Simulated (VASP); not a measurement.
# Si3C (P1) in VASP: single point with PBEsol

Aim: the single point of Si3C with PBEsol.

All numbers are computed with VASP 6.6.1; they aren't measurements. Logs are shortened: lines on timing, memory, paths and dates and some standing lists are left out, and cuts for length are marked.

### 1 The cell of the first run

The typed cell holds 16 atoms: a = 6.864 Å, b = 6.864 Å, c = 5.000 Å, α = 90.00°, β = 90.00°, γ = 90.00°.

### 2 Single point, PBEsol

Input file INCAR:

```
SYSTEM = Si3C
  PREC = Accurate
  ENCUT = 520
  EDIFF = 1E-6
  ISMEAR = -1
  SIGMA = 0.052
  LREAL = Auto
  LASPH = .True.
  NELM = 80
  ALGO = Normal
  ISIF = 2
  LWAVE = .False.
  LCHARG = .False.
  GGA = PS
  NBANDS = 46
```

Input file KPOINTS:

```
Automatic mesh
0
Gamma
  2 2 4
  0 0 0
```

Input file POSCAR:

```
Si3C
1.0
    6.8636204035      0.0000000000      0.0000000000
    0.0000000000      6.8636204035      0.0000000000
    0.0000000000      0.0000000000      5.0004336163
C Si
4 12
Direct
   -0.0067181746      0.0050004222     -0.0024493876
   -0.0028109072      0.5063869788      0.0069479974
    0.5062712964     -0.0002689543     -0.0071561794
    0.4820014519      0.4938759431     -0.0024459879
    0.0000483710      0.2592885235      0.1922407283
    0.2689066253      0.2689472744      0.4996964647
    0.2381611896      0.0213352417      0.8010203329
    0.0016747721      0.7595264151      0.2030945870
    0.2493274539      0.7771949331      0.4985501641
    0.2439587130      0.5234498397      0.7888697866
    0.5043470933      0.2379006856      0.2017311052
    0.7589040031      0.2327835612      0.4987559463
    0.7536420571     -0.0237803070      0.7865299896
    0.4985456361      0.7402585955      0.2053653900
    0.7422901764      0.7253913689      0.5066584609
    0.7492844443      0.4755676754      0.8196697156
```

Potentials or basis: VASP PAW PBE potentials, release 64 (C, Si).

The run is started by

```bash
$ cat potpaw_PBE.64/C/POTCAR potpaw_PBE.64/Si/POTCAR > POTCAR
$ mpirun -np 1 vasp_std > vasp.out
```

OUTCAR:

```text
SYSTEM = Si3C
   PREC = Accurate
   ENCUT = 520
   EDIFF = 1E-6
   ISMEAR = -1
   LREAL = Auto
   LASPH = .True.
   NELM = 80
   ISIF = 2
   GGA = PS

 ion  position               nearest neighbor table
   1  0.993  0.005  0.998-   7 1.95  13 1.96   8 1.97   5 2.00
   2  0.997  0.506  0.007-   5 1.93  16 1.95   8 2.00  10 2.02
   3  0.506  1.000  0.993-  11 1.94  13 1.99  14 2.07   7 2.08
   4  0.482  0.494  0.998-  10 1.95  14 1.99  11 2.04  16 2.04
   5  0.000  0.259  0.192-   2 1.93   1 2.00  12 2.26   6 2.40  16 2.94   7 3.03
   6  0.269  0.269  0.500-  11 2.21  10 2.27   7 2.28   5 2.40
   7  0.238  0.021  0.801-   1 1.95   3 2.08   9 2.26   6 2.28   5 3.03  11 3.09   8 3.15
   8  0.002  0.760  0.203-   1 1.97   2 2.00   9 2.26  15 2.35  13 3.07  10 3.11   7 3.15
   9  0.249  0.777  0.499-   8 2.26   7 2.26  14 2.27  10 2.27
  10  0.244  0.523  0.789-   4 1.95   2 2.02   9 2.27   6 2.27  14 3.10   8 3.11
  11  0.504  0.238  0.202-   3 1.94   4 2.04   6 2.21  12 2.29  16 3.02   7 3.09
  12  0.759  0.233  0.499-   5 2.26  13 2.27  11 2.29  16 2.31
  13  0.754  0.976  0.787-   1 1.96   3 1.99  15 2.22  12 2.27   8 3.07
  14  0.499  0.740  0.205-   4 1.99   3 2.07  15 2.25   9 2.27  10 3.10
  15  0.742  0.725  0.507-  13 2.22  14 2.25  16 2.32   8 2.35
  16  0.749  0.476  0.820-   2 1.95   4 2.04  12 2.31  15 2.32   5 2.94  11 3.02

  LATTYP: Found a simple tetragonal cell.
 ALAT       =     6.8636204035
 C/A-ratio  =     0.7285416912

  Lattice vectors:

 A1 = (   6.8636204035,   0.0000000000,   0.0000000000)
 A2 = (   0.0000000000,   6.8636204035,   0.0000000000)
 A3 = (   0.0000000000,   0.0000000000,   5.0004336163)

Analysis of symmetry for initial positions (statically):
=====================================================================
 Subroutine PRICEL returns:
 Original cell was already a primitive cell.

 Routine SETGRP: Setting up the symmetry group for a
 simple tetragonal supercell.

 Subroutine GETGRP returns: Found  1 space group operations
 (whereof  1 operations were pure point group operations)
 out of a pool of 16 trial point group operations.

The static configuration has the point symmetry C_1 .

Analysis of symmetry for dynamics (positions and initial velocities):
=====================================================================
 Subroutine PRICEL returns:
[... 126 lines left out ...]
   EDIFFG = 0.1E-04   stopping-criterion for IOM
   NSW    =      0    number of steps for IOM
   IBRION =     -1    ionic relax: 0-MD 1-quasi-New 2-CG
   NFREE  =      0    steps in history (QN), initial steepest desc. (CG)
   ISIF   =      2    stress and relaxation
   ISYM   =      2    0-nonsym 1-usesym 2-fastsym
   POTIM  = 0.5000    time-step for ionic-motion
   TEBEG  =    0.0;   TEEND  =   0.0 temperature during run
   PSTRESS=    0.0 pullay stress
   NELECT =      64.0000    total number of electrons
   NUPDOWN=      -1.0000    fix difference up-down
   EMIN   =  10.00;   EMAX   =-10.00  energy-range for DOS
   EFERMI =   0.00;   METHOD = LEGACY
   ISMEAR =    -1;   SIGMA  =   0.05  broadening in eV -4-tet -1-fermi 0-gaus
   EFERMI_NEDOS =   21; number of points for ismear=-14 and -15
   IALGO  =     38    algorithm
   IMIX   =      4    mixing-type and parameters
     AMIX     =   0.40;   BMIX     =  1.00
     AMIX_MAG =   1.60;   BMIX_MAG =  1.00
  volume/ion in A,a.u.               =      14.72        99.36
  Fermi-wavevector in a.u.,A,eV,Ry     =   1.060303  2.003683 15.296255  1.124243
  Thomas-Fermi vector in A             =   2.195679
   LORBIT       =      0    0 simple, 1 ext, 2 COOP (PROOUT), +10 PAW based schemes
   GGA     = PS    functional components
   LHFCALC =     F    Hartree Fock is set to
   AEXX    =    0.0000 exact exchange contribution
   IVDW    =     0    specifies the selected vdW correction
   LEPSILON=     F    determine dielectric tensor
   LRPA    =     F    only Hartree local field effects (RPA)
 non-spin polarized calculation
  energy-cutoff  :      520.00
  volume of cell :      235.57
 maximum number of plane-waves:      6358
 NGX is ok and might be reduce to    54
   NGX = 25   NGY = 25   NGZ = 19

 number of electron      64.0000000 magnetization

 Free energy of the ion-electron system (eV)
  ---------------------------------------------------
  ext. energy  EPLUGINS =         0.00000000
  ---------------------------------------------------
  free energy    TOTEN  =      -102.60066952 eV

  energy without entropy =     -102.58119876  energy(sigma->0) =     -102.59093414

 E-fermi :   7.7657     XC(G=0): -10.4559

 val. band max:        7.7007741828   @ k =   0.0000   0.5000   0.0000
 cond. band min:       7.8416225790   @ k =   0.0000   0.0000   0.0000
 fundamental gap:      0.1408483962
 Fermi energy:         7.7656882114

 k-point     1 :       0.0000    0.0000    0.0000
  band No.  band energies     occupation
      1      -7.1028      2.00000
      2      -5.4256      2.00000
      3      -5.3187      2.00000
      4      -3.9988      2.00000
      5      -3.4469      2.00000
      6      -3.3675      2.00000
[... 553 lines left out ...]
     43      12.0118      0.00000
     44      12.0804      0.00000
 [bands above 44 left out]

------------------------ aborting loop because EDIFF is reached ----------------------------------------

  FORCE on cell =-STRESS in cart. coord.  units (eV):
  Direction    XX          YY          ZZ          XY          YZ          ZX
  --------------------------------------------------------------------------------------
  -------------------------------------------------------------------------------------
  Total       -1.8277256     -1.5176204     -0.4913367      0.0420448      1.1575233     -0.2714907
  in kB      -12.4310383    -10.3218980     -3.3417627      0.2859625      7.8727440     -1.8465086
  external PRESSURE =      -8.6982330 kB  Pullay stress =       0.0000000 kB

 VOLUME and BASIS-vectors are now :
 -----------------------------------------------------------------------------
  energy-cutoff  :      520.00
  volume of cell :      235.57
      direct lattice vectors                 reciprocal lattice vectors
     6.863620403  0.000000000  0.000000000     0.145695703  0.000000000  0.000000000
     0.000000000  6.863620403  0.000000000     0.000000000  0.145695703  0.000000000
     0.000000000  0.000000000  5.000433616     0.000000000  0.000000000  0.199982657

 POSITION                                       TOTAL-FORCE (eV/Angst)
 -----------------------------------------------------------------------------------
      6.81751      0.03432      4.98819        -0.019489     -0.043964      0.015757
      6.84433      3.47565      0.03474         0.189060      0.241813     -0.450139
      3.47485      6.86177      4.96465        -0.631346     -0.675760      0.244745
      3.30827      3.38978      4.98820         0.957323      0.066567      0.534111
      0.00033      1.77966      0.96129         1.069695     -0.306509      0.609375
      1.84567      1.84595      2.49870        -1.668217     -0.075805     -0.069894
[... 8 lines left out ...]
      5.09480      4.97881      2.53351         0.837875     -0.795716     -0.562152
      5.14280      3.26412      4.09870        -0.616617      0.538274     -0.494178
 -----------------------------------------------------------------------------------
    total drift:                                0.000333     -0.002366      0.013692

  FREE ENERGIE OF THE ION-ELECTRON SYSTEM (eV)
  ---------------------------------------------------
  free  energy   TOTEN  =      -102.6006695167 eV

  energy  without entropy=     -102.5811987583  energy(sigma->0) =     -102.59093414
```

OSZICAR:

```text
N       E                     dE             d eps       ncg     rms          rms(c)
DAV:   1     0.162387858527E+03    0.16239E+03   -0.26454E+04  1104   0.120E+03
DAV:   2    -0.893353269599E+02   -0.25172E+03   -0.23488E+03  1370   0.188E+02
DAV:   3    -0.108138289377E+03   -0.18803E+02   -0.18344E+02  1386   0.474E+01
DAV:   4    -0.108695168349E+03   -0.55688E+00   -0.55274E+00  1424   0.903E+00
DAV:   5    -0.108710740262E+03   -0.15572E-01   -0.15553E-01  1358   0.145E+00    0.181E+01
DAV:   6    -0.103002673566E+03    0.57081E+01   -0.17108E+01  1362   0.144E+01    0.986E+00
DAV:   7    -0.102721919694E+03    0.28075E+00   -0.28546E+00  1312   0.655E+00    0.437E+00
DAV:   8    -0.102611238172E+03    0.11068E+00   -0.38982E-01  1380   0.236E+00    0.101E+00
DAV:   9    -0.102599628710E+03    0.11609E-01   -0.64496E-02  1386   0.109E+00    0.344E-01
DAV:  10    -0.102600664356E+03   -0.10356E-02   -0.10412E-02  1392   0.353E-01    0.195E-01
DAV:  11    -0.102600736836E+03   -0.72479E-04   -0.17202E-03  1410   0.154E-01    0.557E-02
DAV:  12    -0.102600664536E+03    0.72300E-04   -0.37156E-04  1400   0.764E-02    0.196E-02
DAV:  13    -0.102600670370E+03   -0.58336E-05   -0.71048E-05  1338   0.306E-02    0.124E-02
DAV:  14    -0.102600669366E+03    0.10036E-05   -0.72658E-06  1312   0.104E-02    0.241E-03
DAV:  15    -0.102600669517E+03   -0.15066E-06   -0.10097E-06   762   0.433E-03
   1 F= -.10260067E+03 E0= -.10259093E+03  d E =-.194708E-01
```

Wall time 6.4 min (1 thread of Intel Xeon 8259CL, shared host); peak memory 0.36 GiB.

What came out:

```yaml
Free_energy: -102.6007 eV
Pressure: -0.9 GPa
Largest_force: 1.671 eV/Å
Band_gap_on_the_k_mesh: 0.14 eV
```

Forces on the atoms (eV/Å):
```
C   -0.019 -0.044  0.016
C    0.189  0.242 -0.450
C   -0.631 -0.676  0.245
C    0.957  0.067  0.534
Si   1.070 -0.307  0.609
Si  -1.668 -0.076 -0.070
Si   0.950 -0.089  0.352
Si  -0.771 -0.325  0.145
Si  -0.059 -0.034 -0.068
Si  -0.167 -0.619  0.568
Si   0.540  0.461 -0.946
Si  -0.036  0.221  0.066
Si  -0.475  0.974  0.881
Si  -0.100  0.464 -0.825
Si   0.838 -0.796 -0.562
Si  -0.617  0.538 -0.494
```

Caveat: the k points lie up to 0.46 Å⁻¹ apart; the PAW data sets were made with another functional, which shifts forces and pressure a little.
